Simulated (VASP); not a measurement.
# Na2S (Fm-3m) in VASP: notebook, part 3 of 3

VASP 6.6.1. Earlier steps stand in the parts before.

## (4) Single point, LDA

This run uses another cell than the first one, of 21.68 Å³/atom.

INCAR reads:

```
PREC = Accurate ; ENCUT = 500
EDIFF = 1E-6 ; ISMEAR = -1
SIGMA = 0.02 ; LREAL = False
LASPH = True ; NELM = 120
ALGO = Normal ; ISIF = 2
LWAVE = False ; LCHARG = False
NBANDS = 17 ; GGA_COMPAT = False
```

KPOINTS reads:

```
regular mesh
0
Gamma
  6 6 6
```

POSCAR reads:

```
Na2S
1.0
    0.0000000000      3.1920794662      3.1920794662
    3.1920794662      0.0000000000      3.1920794662
    3.1920794662      3.1920794662      0.0000000000
Na S
2 1
Direct
    0.2500000000      0.2500000000      0.2500000000
    0.7500000000      0.7500000000      0.7500000000
    0.0000000000      0.0000000000      0.0000000000
```

Potentials or basis: VASP PAW LDA potentials, release 64 (Na_pv, S).

On the command line:

```console
cat potpaw_LDA.64/Na_pv/POTCAR potpaw_LDA.64/S/POTCAR > POTCAR
mpirun -np 1 vasp_std > vasp.out
```

OUTCAR:

```text
PREC = Accurate
   ENCUT = 500
   EDIFF = 1E-6
   ISMEAR = -1
   LREAL = False
   LASPH = True
   NELM = 120
   ISIF = 2

 ion  position               nearest neighbor table
   1  0.250  0.250  0.250-   3 2.76   3 2.76   3 2.76   3 2.76
   2  0.750  0.750  0.750-   3 2.76   3 2.76   3 2.76   3 2.76
   3  0.000  0.000  0.000-   1 2.76   2 2.76   2 2.76   2 2.76   2 2.76   1 2.76   1 2.76   1 2.76

  LATTYP: Found a face centered cubic cell.
 ALAT       =     6.3841589324

  Lattice vectors:

 A1 = (   0.0000000000,   3.1920794662,   3.1920794662)
[... 499 lines left out ...]
  FORCE on cell =-STRESS in cart. coord.  units (eV):
  Direction    XX          YY          ZZ          XY          YZ          ZX
  --------------------------------------------------------------------------------------
  -------------------------------------------------------------------------------------
  Total       -0.0033611     -0.0033611     -0.0033611      0.0000000      0.0000000      0.0000000
  in kB       -0.0827824     -0.0827824     -0.0827824      0.0000000      0.0000000      0.0000000
  external PRESSURE =      -0.0827824 kB  Pullay stress =       0.0000000 kB

 VOLUME and BASIS-vectors are now :
 -----------------------------------------------------------------------------
  energy-cutoff  :      500.00
  volume of cell :       65.05
      direct lattice vectors                 reciprocal lattice vectors
     0.000000000  3.192079466  3.192079466    -0.156637704  0.156637704  0.156637704
     3.192079466  0.000000000  3.192079466     0.156637704 -0.156637704  0.156637704
     3.192079466  3.192079466  0.000000000     0.156637704  0.156637704 -0.156637704

 POSITION                                       TOTAL-FORCE (eV/Angst)
 -----------------------------------------------------------------------------------
      1.59604      1.59604      1.59604         0.000000      0.000000      0.000000
      4.78812      4.78812      4.78812        -0.000000     -0.000000     -0.000000
      0.00000      0.00000      0.00000        -0.000000      0.000000      0.000000
 -----------------------------------------------------------------------------------
    total drift:                                0.000000      0.000000      0.000000

  FREE ENERGIE OF THE ION-ELECTRON SYSTEM (eV)
  ---------------------------------------------------
  free  energy   TOTEN  =       -10.9125350355 eV

  energy  without entropy=      -10.9125350355  energy(sigma->0) =      -10.91253504
```

OSZICAR:

```text
N       E                     dE             d eps       ncg     rms          rms(c)
DAV:   1     0.144584118135E+03    0.14458E+03   -0.10256E+04   544   0.120E+03
DAV:   2    -0.786143916692E+00   -0.14537E+03   -0.14064E+03   585   0.320E+02
DAV:   3    -0.115336171384E+02   -0.10747E+02   -0.10694E+02   664   0.838E+01
DAV:   4    -0.117408976237E+02   -0.20728E+00   -0.20711E+00   624   0.118E+01
DAV:   5    -0.117442432573E+02   -0.33456E-02   -0.33454E-02   727   0.161E+00    0.369E+00
DAV:   6    -0.109891027154E+02    0.75514E+00   -0.15005E+00   708   0.587E+00    0.293E+00
DAV:   7    -0.109217924836E+02    0.67310E-01   -0.19103E-01   655   0.192E+00    0.182E+00
DAV:   8    -0.109125861123E+02    0.92064E-02   -0.14993E-02   621   0.102E+00    0.510E-01
DAV:   9    -0.109122947823E+02    0.29133E-03   -0.65294E-04   718   0.188E-01    0.351E-01
DAV:  10    -0.109125619090E+02   -0.26713E-03   -0.10091E-03   592   0.245E-01    0.207E-01
DAV:  11    -0.109125335977E+02    0.28311E-04   -0.74169E-05   647   0.915E-02    0.542E-02
DAV:  12    -0.109125354311E+02   -0.18333E-05   -0.50519E-06   620   0.255E-02    0.651E-03
DAV:  13    -0.109125350355E+02    0.39560E-06   -0.91901E-07   491   0.656E-03
   1 F= -.10912535E+02 E0= -.10912535E+02  d E =-.125450E-12
```

stdout:

```text
POSCAR found type information on POSCAR NaS
 POSCAR found :  2 types and       3 ions
 scaLAPACK will be used
 LDA part: xc-table for (Slater(with rela. corr.)+CA(PZ))
 , standard interpolation
 POSCAR, INCAR and KPOINTS ok, starting setup
 FFT: planning ... GRIDC
 FFT: planning ... GRID_SOFT
 FFT: planning ... GRID
 WAVECAR not read
 entering main loop
```

It took 35 s on 1 thread of Intel Xeon 8259CL, shared host; peak memory 0.16 GiB.

Results:

| Property | Result |
| --- | --- |
| Free energy | -10.9125 eV |
| Pressure | 0.0 GPa |
| Band gap on the k mesh | 2.49 eV |

## (5) Single point, PBE

This run uses another cell than the first one, of 23.60 Å³/atom.

INCAR reads:

```
  ALGO = Normal
  EDIFF = 1E-6
  ENCUT = 500
  GGA = PE
  GGA_COMPAT = F
  ISIF = 2
  ISMEAR = -1
  LASPH = T
  LCHARG = T
  LELF = T
  LREAL = F
  LVHAR = T
  LWAVE = F
  NBANDS = 17
  NELM = 120
  PREC = Accurate
  SIGMA = 0.02
```

KPOINTS reads:

```
k-points
0
Gamma
  6 6 6
```

POSCAR reads:

```
Na2S
1.0
    0.0000000000      3.2836251943      3.2836251943
    3.2836251943      0.0000000000      3.2836251943
    3.2836251943      3.2836251943      0.0000000000
Na S
2 1
Direct
    0.2500000000      0.2500000000      0.2500000000
    0.7500000000      0.7500000000      0.7500000000
    0.0000000000      0.0000000000      0.0000000000
```

Potentials or basis: VASP PAW PBE potentials, release 64 (Na_pv, S).

On the command line:

```console
cat potpaw_PBE.64/Na_pv/POTCAR potpaw_PBE.64/S/POTCAR > POTCAR
mpirun -np 1 vasp_std > vasp.out
```

OUTCAR:

```text
EDIFF = 1E-6
   ENCUT = 500
   GGA = PE
   ISIF = 2
   ISMEAR = -1
   LASPH = T
   LREAL = F
   NELM = 120
   PREC = Accurate

 ion  position               nearest neighbor table
   1  0.250  0.250  0.250-
   2  0.750  0.750  0.750-
   3  0.000  0.000  0.000-

  LATTYP: Found a face centered cubic cell.
 ALAT       =     6.5672503886

[... 498 lines left out ...]
     17      11.9907      0.00000

------------------------ aborting loop because EDIFF is reached ----------------------------------------

  FORCE on cell =-STRESS in cart. coord.  units (eV):
  Direction    XX          YY          ZZ          XY          YZ          ZX
  --------------------------------------------------------------------------------------
  -------------------------------------------------------------------------------------
  Total        0.0050795      0.0050795      0.0050795     -0.0000000     -0.0000000      0.0000000
  in kB        0.1149321      0.1149321      0.1149321     -0.0000000     -0.0000000      0.0000000
  external PRESSURE =       0.1149321 kB  Pullay stress =       0.0000000 kB

 VOLUME and BASIS-vectors are now :
 -----------------------------------------------------------------------------
  energy-cutoff  :      500.00
  volume of cell :       70.81
      direct lattice vectors                 reciprocal lattice vectors
     0.000000000  3.283625194  3.283625194    -0.152270728  0.152270728  0.152270728
     3.283625194  0.000000000  3.283625194     0.152270728 -0.152270728  0.152270728
     3.283625194  3.283625194  0.000000000     0.152270728  0.152270728 -0.152270728

 POSITION                                       TOTAL-FORCE (eV/Angst)
 -----------------------------------------------------------------------------------
      1.64181      1.64181      1.64181         0.000000      0.000000     -0.000000
      4.92544      4.92544      4.92544        -0.000000     -0.000000      0.000000
      0.00000      0.00000      0.00000        -0.000000      0.000000     -0.000000
 -----------------------------------------------------------------------------------
    total drift:                                0.000000      0.000000      0.000000

  FREE ENERGIE OF THE ION-ELECTRON SYSTEM (eV)
  ---------------------------------------------------
  free  energy   TOTEN  =        -9.9760482478 eV

  energy  without entropy=       -9.9760482478  energy(sigma->0) =       -9.97604825
```

stdout:

```text
POSCAR found type information on POSCAR NaS
 POSCAR found :  2 types and       3 ions
 scaLAPACK will be used
 LDA part: xc-table for (Slater+PW92), standard interpolation
 POSCAR, INCAR and KPOINTS ok, starting setup
 FFT: planning ... GRIDC
 FFT: planning ... GRID_SOFT
 FFT: planning ... GRID
 WAVECAR not read
 entering main loop
```

Wall time 46 s (1 thread of Intel Xeon 8259CL, shared host); peak memory 0.2 GiB.

Results:

- Free energy: -9.9760 eV
- Pressure: 0.0 GPa
- Band gap on the k mesh: 2.45 eV

## (6) Single point, PBEsol

This run uses another cell than the first one, of 22.89 Å³/atom.

INCAR reads:

```
SYSTEM = Na2S
ALGO = Normal ; EDIFF = 1E-6
ENCUT = 500 ; GGA = PS
GGA_COMPAT = .False. ; ISIF = 2
ISMEAR = -1 ; LASPH = .True.
LCHARG = .False. ; LREAL = .False.
LWAVE = .False. ; NBANDS = 17
NELM = 120 ; PREC = Accurate
SIGMA = 0.02
```

KPOINTS reads:

```
k-points
0
Gamma
  6 6 6
  0 0 0
```

POSCAR reads:

```
Na2S
1.0
    0.0000000000      3.2502953085      3.2502953085
    3.2502953085      0.0000000000      3.2502953085
    3.2502953085      3.2502953085      0.0000000000
Na S
2 1
Direct
    0.2500000000      0.2500000000      0.2500000000
    0.7500000000      0.7500000000      0.7500000000
    0.0000000000      0.0000000000      0.0000000000
```

Potentials or basis: VASP PAW PBE potentials, release 64 (Na_pv, S).

On the command line:

```console
cat potpaw_PBE.64/Na_pv/POTCAR potpaw_PBE.64/S/POTCAR > POTCAR
mpirun -np 1 vasp_std > vasp.out
```

Wall time 48 s (1 thread of Intel Xeon 8259CL, shared host); peak memory 0.2 GiB.

The run converged. Its results:

| Item | Value |
| --- | --- |
| Free energy | -10.3748 eV |
| Pressure | 0.1 GPa |
| Band gap on the k mesh | 2.42 eV |

Levels at points of the mesh, in eV from the valence-band top:
```csv
k point,band 8,band 9,band 10,band 11,band 12,band 13
"(0.00, 0.00, 0.00)",0.00,0.00,0.00,2.43,7.73,7.73
"(0.50, 0.00, 0.00)",-1.71,-0.14,-0.14,4.78,6.39,7.10
"(0.50, 0.50, 0.00)",-1.52,-0.47,-0.47,3.70,6.00,8.55
```

Caveat: the PAW data sets were made with another functional, which shifts forces and pressure a little.

## (7) Overview

| level | potentials or basis | cell | k mesh | smearing | gap on the mesh (eV) | pressure (GPa) |
| --- | --- | --- | --- | --- | --- | --- |
| PBE | VASP PAW PBE potentials, release 64 (Na_pv, S) | a = 4.604 Å, angles 60.0°, 3 atoms | 4 × 4 × 4 | gaussian 0.01 eV | 2.53 | 0.9 |
| LDA | VASP PAW LDA potentials, release 64 (Na_pv, S) | a = 4.514 Å, angles 60.0°, 3 atoms | 6 × 6 × 6 | fermi-dirac 0.02 eV | 2.49 | 0.0 |
| PBE | VASP PAW PBE potentials, release 64 (Na_pv, S) | a = 4.644 Å, angles 60.0°, 3 atoms | 6 × 6 × 6 | fermi-dirac 0.02 eV | 2.45 | 0.0 |
| PBEsol | VASP PAW PBE potentials, release 64 (Na_pv, S) | a = 4.597 Å, angles 60.0°, 3 atoms | 6 × 6 × 6 | fermi-dirac 0.02 eV | 2.42 | 0.1 |

Alike in all rows: task single point; no spin polarisation; cutoff (eV) 500.

Caveats: the PAW data sets were made with another functional, which shifts forces and pressure a little (at least some runs).

Absolute energies hang on the potentials; compare differences alone.
